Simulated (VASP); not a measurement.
# W3Cl (Cmmm) in VASP: a series of runs

The runs below take W3Cl through single point, relaxation of cell and atoms, with PBE.

All numbers are computed with VASP 6.6.1; they aren't measurements. Logs are shortened: lines on timing, memory, paths and dates and some standing lists are left out, and cuts for length are marked.

## 1. The cell of the first run

Symmetry: Cmmm, No. 65, orthorhombic system. The conventional cell has a = 3.139 Å, b = 4.744 Å, c = 8.909 Å, α = 90.00°, β = 90.00°, γ = 90.00°. W (site symmetry mmm) has 14 W at 2.67 to 3.21 Å within 3.5 Å. W (site symmetry mm2) has 10 W at 2.67 to 3.21 Å and 4 Cl at 2.78 to 3.30 Å within 3.5 Å. Within 3.7 Å of Cl (site symmetry mmm) lie 8 W at 2.78 to 3.30 Å and 6 Cl at 2.84 to 3.14 Å.

## 2. Single point, PBE

Input file INCAR:

```
  PREC = Accurate
  ENCUT = 520
  EDIFF = 1E-7
  ISMEAR = 0
  SIGMA = 0.2
  LREAL = False
  LASPH = True
  NELM = 100
  ALGO = Normal
  ISIF = 2
  LWAVE = False
  LCHARG = False
  GGA = PE
  NBANDS = 32
```

Input file KPOINTS:

```
Automatic mesh
0
Gamma
  7 7 2
```

Input file POSCAR:

```
W3Cl
1.0
    1.5692779213     -2.3719968068      0.0000000000
    1.5692779213      2.3719968068      0.0000000000
    0.0000000000      0.0000000000      8.9088141685
W Cl
3 1
Direct
    0.0000000000      0.0000000000      0.0000000000
    0.5000000000      0.5000000000      0.7576417288
    0.5000000000      0.5000000000      0.2423582712
    0.0000000000      0.0000000000      0.5000000000
```

Potentials or basis: VASP PAW PBE potentials, release 64 (W_sv, Cl).

Started as:

```bash
cat potpaw_PBE.64/W_sv/POTCAR potpaw_PBE.64/Cl/POTCAR > POTCAR
mpirun -np 1 vasp_std > vasp.out
```

OUTCAR:

```text
PREC = Accurate
   ENCUT = 520
   EDIFF = 1E-7
   ISMEAR = 0
   LREAL = False
   LASPH = True
   NELM = 100
   ISIF = 2
   GGA = PE

 ion  position               nearest neighbor table
   1  0.000  0.000  0.000-   2 2.67   3 2.67   2 2.67   3 2.67   2 3.21   3 3.21   2 3.21   3 3.21

   2  0.500  0.500  0.758-   1 2.67   1 2.67   4 2.78   4 2.78   1 3.21   1 3.21
   3  0.500  0.500  0.242-   1 2.67   1 2.67   4 2.78   4 2.78   1 3.21   1 3.21
   4  0.000  0.000  0.500-   2 2.78   3 2.78   2 2.78   3 2.78

  LATTYP: Found a base centered orthorhombic cell.
 ALAT       =     3.1385558426
 B/A-ratio  =     1.5115211746
 C/A-ratio  =     2.8385074586

  Lattice vectors:

 A1 = (   1.5692779213,  -2.3719968068,   0.0000000000)
 A2 = (   1.5692779213,   2.3719968068,   0.0000000000)
 A3 = (   0.0000000000,   0.0000000000,   8.9088141685)

Analysis of symmetry for initial positions (statically):
=====================================================================
 Subroutine PRICEL returns:
 Original cell was already a primitive cell.

 Routine SETGRP: Setting up the symmetry group for a
 base centered orthorhombic supercell.

 Subroutine GETGRP returns: Found  8 space group operations
 (whereof  8 operations were pure point group operations)
 out of a pool of  8 trial point group operations.

The static configuration has the point symmetry D_2h.

Analysis of symmetry for dynamics (positions and initial velocities):
=====================================================================
 Subroutine PRICEL returns:
 Original cell was already a primitive cell.

 Routine SETGRP: Setting up the symmetry group for a
 base centered orthorhombic supercell.

 Subroutine GETGRP returns: Found  8 space group operations
 (whereof  8 operations were pure point group operations)
 out of a pool of  8 trial point group operations.

The dynamic configuration has the point symmetry D_2h.

 Subroutine INISYM returns: Found  8 space group operations
 (whereof  8 operations are pure point group operations),
 and found     1 'primitive' translations

----------------------------------------------------------------------------------------

                                     Primitive cell

  volume of cell :      66.3230

[... 88 lines left out ...]
   LSORBIT =      F    spin-orbit coupling
   LASPH  =      T    aspherical Exc in radial PAW
   ENCUT  =  520.0 eV  38.22 Ry    6.18 a.u.   5.29  5.29 16.56*2*pi/ulx,y,z
   NELM   =    100;   NELMIN=  2; NELMDL= -5     # of ELM steps
   EDIFF  = 0.1E-06   stopping-criterion for ELM
   LREAL  =      F    real-space projection
   EDIFFG = 0.1E-05   stopping-criterion for IOM
   NSW    =      0    number of steps for IOM
   IBRION =     -1    ionic relax: 0-MD 1-quasi-New 2-CG
   NFREE  =      0    steps in history (QN), initial steepest desc. (CG)
   ISIF   =      2    stress and relaxation
   ISYM   =      2    0-nonsym 1-usesym 2-fastsym
   POTIM  = 0.5000    time-step for ionic-motion
   TEBEG  =    0.0;   TEEND  =   0.0 temperature during run
   PSTRESS=    0.0 pullay stress
   NELECT =      49.0000    total number of electrons
   NUPDOWN=      -1.0000    fix difference up-down
   EMIN   =  10.00;   EMAX   =-10.00  energy-range for DOS
   EFERMI =   0.00;   METHOD = LEGACY
   ISMEAR =     0;   SIGMA  =   0.20  broadening in eV -4-tet -1-fermi 0-gaus
   EFERMI_NEDOS =   21; number of points for ismear=-14 and -15
   IALGO  =     38    algorithm
   IMIX   =      4    mixing-type and parameters
     AMIX     =   0.40;   BMIX     =  1.00
     AMIX_MAG =   1.60;   BMIX_MAG =  1.00
  volume/ion in A,a.u.               =      16.58       111.89
  Fermi-wavevector in a.u.,A,eV,Ry     =   1.479968  2.796733 29.800901  2.190304
  Thomas-Fermi vector in A             =   2.594060
   LORBIT       =      0    0 simple, 1 ext, 2 COOP (PROOUT), +10 PAW based schemes
   GGA     = PE    functional components
   LHFCALC =     F    Hartree Fock is set to
   AEXX    =    0.0000 exact exchange contribution
   IVDW    =     0    specifies the selected vdW correction
   LEPSILON=     F    determine dielectric tensor
   LRPA    =     F    only Hartree local field effects (RPA)
 non-spin polarized calculation
 Gauss-broadening in eV      SIGMA  =   0.20
  energy-cutoff  :      520.00
  volume of cell :       66.32
 maximum number of plane-waves:      1813
 NGX is ok and might be reduce to    24
   NGX = 11   NGY = 11   NGZ = 33

 number of electron      48.9999995 magnetization

 Free energy of the ion-electron system (eV)
  ---------------------------------------------------
  ext. energy  EPLUGINS =         0.00000000
  ---------------------------------------------------
  free energy    TOTEN  =       -38.53810899 eV

  energy without entropy =      -38.45677736  energy(sigma->0) =      -38.49744318

 E-fermi :   9.9613     XC(G=0): -12.7210

 val. band max:        9.9453202140   @ k =  -0.4286   0.2857   0.0000
 cond. band min:       9.9693303481   @ k =   0.4286   0.4286   0.5000
 fundamental gap:      0.0240101341
 Fermi energy:         9.9613258458

 k-point     1 :       0.0000    0.0000    0.0000
  band No.  band energies     occupation
      1     -64.2893      2.00000
      2     -64.2402      2.00000
      3     -64.1632      2.00000
      4     -29.0451      2.00000
      5     -28.6272      2.00000
      6     -28.3084      2.00000
[... 829 lines left out ...]
     31      13.7053      0.00000
     32      14.4229      0.00000

 [... further k-points ...]

------------------------ aborting loop because EDIFF is reached ----------------------------------------

  FORCE on cell =-STRESS in cart. coord.  units (eV):
  Direction    XX          YY          ZZ          XY          YZ          ZX
  --------------------------------------------------------------------------------------
  -------------------------------------------------------------------------------------
  Total        0.1132140     -0.0730002     -0.1422779      0.0000000      0.0000000      0.0000000
  in kB        2.7349349     -1.7634804     -3.4370378      0.0000000      0.0000000      0.0000000
  external PRESSURE =      -0.8218611 kB  Pullay stress =       0.0000000 kB

 VOLUME and BASIS-vectors are now :
 -----------------------------------------------------------------------------
  energy-cutoff  :      520.00
  volume of cell :       66.32
      direct lattice vectors                 reciprocal lattice vectors
     1.569277921 -2.371996807  0.000000000     0.318617877 -0.210792864  0.000000000
     1.569277921  2.371996807  0.000000000     0.318617877  0.210792864  0.000000000
     0.000000000  0.000000000  8.908814168     0.000000000  0.000000000  0.112248385

 POSITION                                       TOTAL-FORCE (eV/Angst)
 -----------------------------------------------------------------------------------
      0.00000      0.00000      0.00000         0.000000     -0.000000      0.000000
      1.56928      0.00000      6.74969        -0.000000      0.000000      0.024161
      1.56928      0.00000      2.15912        -0.000000      0.000000     -0.024161
      0.00000      0.00000      4.45441         0.000000      0.000000      0.000000
 -----------------------------------------------------------------------------------
    total drift:                               -0.000000     -0.000000      0.000000

  FREE ENERGIE OF THE ION-ELECTRON SYSTEM (eV)
  ---------------------------------------------------
  free  energy   TOTEN  =       -38.5381089917 eV

  energy  without entropy=      -38.4567773644  energy(sigma->0) =      -38.49744318
```

OSZICAR:

```text
N       E                     dE             d eps       ncg     rms          rms(c)
DAV:   1     0.566350418187E+03    0.56635E+03   -0.27001E+04  2048   0.170E+03
DAV:   2    -0.107782020756E+02   -0.57713E+03   -0.55704E+03  2264   0.523E+02
DAV:   3    -0.402421473250E+02   -0.29464E+02   -0.28236E+02  2552   0.111E+02
DAV:   4    -0.409137149140E+02   -0.67157E+00   -0.66426E+00  2272   0.166E+01
DAV:   5    -0.409272483180E+02   -0.13533E-01   -0.13524E-01  2464   0.236E+00    0.330E+01
DAV:   6    -0.391612489288E+02    0.17660E+01   -0.60376E+00  2576   0.198E+01    0.146E+01
DAV:   7    -0.395904700758E+02   -0.42922E+00   -0.76357E+00  2424   0.185E+01    0.671E+00
DAV:   8    -0.385415202441E+02    0.10489E+01   -0.44597E+00  2448   0.121E+01    0.198E+00
DAV:   9    -0.385395319446E+02    0.19883E-02   -0.26637E-01  2392   0.398E+00    0.879E-01
DAV:  10    -0.385393748288E+02    0.15712E-03   -0.16784E-02  2376   0.891E-01    0.321E-01
DAV:  11    -0.385381133827E+02    0.12614E-02   -0.41968E-03  2560   0.670E-01    0.144E-01
DAV:  12    -0.385381221858E+02   -0.88031E-05   -0.37661E-04  2152   0.148E-01    0.776E-02
DAV:  13    -0.385381106356E+02    0.11550E-04   -0.23553E-05  2640   0.514E-02    0.308E-02
DAV:  14    -0.385381089823E+02    0.16533E-05   -0.42677E-06  2272   0.145E-02    0.761E-03
DAV:  15    -0.385381089917E+02   -0.93951E-08   -0.34066E-07  2104   0.657E-03
   1 F= -.38538109E+02 E0= -.38497443E+02  d E =-.813316E-01
```

It took 1.9 min on 1 thread of Intel Xeon 8259CL, shared host; peak memory 0.22 GiB.

Results:

```
Free energy            : -38.5381 eV
Pressure               : -0.1 GPa
Largest force          : 0.024 eV/Å
Band gap on the k mesh : zero (an odd number of electrons rules out a gap without spin polarisation)
```

Forces on the atoms (eV/Å):
```
W    0.000  0.000  0.000
W    0.000  0.000  0.024
W    0.000  0.000 -0.024
Cl   0.000  0.000  0.000
```

Levels at points of the mesh, in eV from the Fermi level:
```tsv
k point	band 22	band 23	band 24	band 25	band 26	band 27	band 28	band 29
(0.00, 0.00, 0.00)	-1.05	-0.85	-0.79	-0.66	0.63	0.91	1.35	2.06
(0.00, 0.00, 0.50)	-0.96	-0.85	-0.77	-0.57	0.81	0.94	1.30	1.48
```

Caveat: spin-orbit coupling is left out, which moves the levels of the heavy elements; an odd number of electrons without spin polarisation forces a metal; a magnetic or distorted state may lie lower.

(Part 1 of 2 ends here.)
